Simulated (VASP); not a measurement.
Write the native input for VASP 6.6.1 that does the following.

```yaml
Task: relaxation of cell and atoms
Functional: PBE
Potentials_or_basis: VASP PAW PBE potentials, release 64 (B, Pt)
Cutoff: 600 eV
k_mesh: 3 × 3 × 6
Occupations: gaussian, width 0.1 eV
Spin: no spin polarisation
Dipole_correction: no
Further_INCAR_settings: ALGO = Normal; EDIFF = 1e-07; IBRION = 2; EDIFFG = -0.04; NSW = 90; ISIF = 3
```

The structure of B10Pt lies in POSCAR:

```
B10Pt
1.0
    6.5063413278      0.0000000000      0.0000000000
   -3.2531706639      5.6346568756      0.0000000000
    0.0000000000      0.0000000000      3.1039311259
B Pt
10 1
Direct
    0.3333333333      0.6666666667      0.5000000000
    0.6666666667      0.3333333333      0.5000000000
    0.3718275520      0.1472204068      0.5000000000
    0.8527795932      0.2246071452      0.5000000000
    0.7753928548      0.6281724480      0.5000000000
    0.1472204068      0.3718275520      0.5000000000
    0.2246071452      0.8527795932      0.5000000000
    0.6281724480      0.7753928548      0.5000000000
    0.3333333333      0.6666666667      0.0000000000
    0.6666666667      0.3333333333      0.0000000000
    0.0000000000      0.0000000000      0.5000000000
```

The cell was built from a structure type or drawn by symmetry, and may not be a known phase.

The input as run:

INCAR

```
PREC = Accurate ; ENCUT = 600
EDIFF = 1E-7 ; ISMEAR = 0
SIGMA = 0.1 ; LREAL = F
LASPH = T ; NELM = 80
ALGO = Normal ; ISIF = 3
LWAVE = F ; LCHARG = F
GGA = PE ; IBRION = 2
NSW = 90 ; EDIFFG = -0.04
```

KPOINTS

```
Automatic mesh
0
Gamma
  3 3 6
```

Potentials or basis: VASP PAW PBE potentials, release 64 (B, Pt).

Run with:

```sh
$ cat potpaw_PBE.64/B/POTCAR potpaw_PBE.64/Pt/POTCAR > POTCAR
$ mpirun -np 1 vasp_std > vasp.out
```

Results of the run:

```
Relaxed volume                        : 10.24 Å³/atom
Relaxed cell                          : a = 6.483 Å, b = 6.483 Å, c = 3.094 Å, α = 90.00°, β = 90.00°, γ = 120.00°
Space group after relaxing (to 0.1 Å) : P-62m (No. 189)
Energy gained by relaxing             : 1.8 meV/atom
Ionic steps                           : 7
Pressure after relaxing               : 0.1 GPa
Largest force after relaxing          : 0.029 eV/Å
Band gap on the k mesh                : zero (bands 20 and 21 overlap by 3.53 eV)
```

Caveat: the k points lie up to 0.37 Å⁻¹ apart in the final cell, too coarse for converged energies and pressures of a metal; spin-orbit coupling is left out, which moves the levels of the heavy elements.

Run time: 9.1 min on 1 thread of Intel Xeon 8259CL (shared host), peak memory 0.29 GiB.
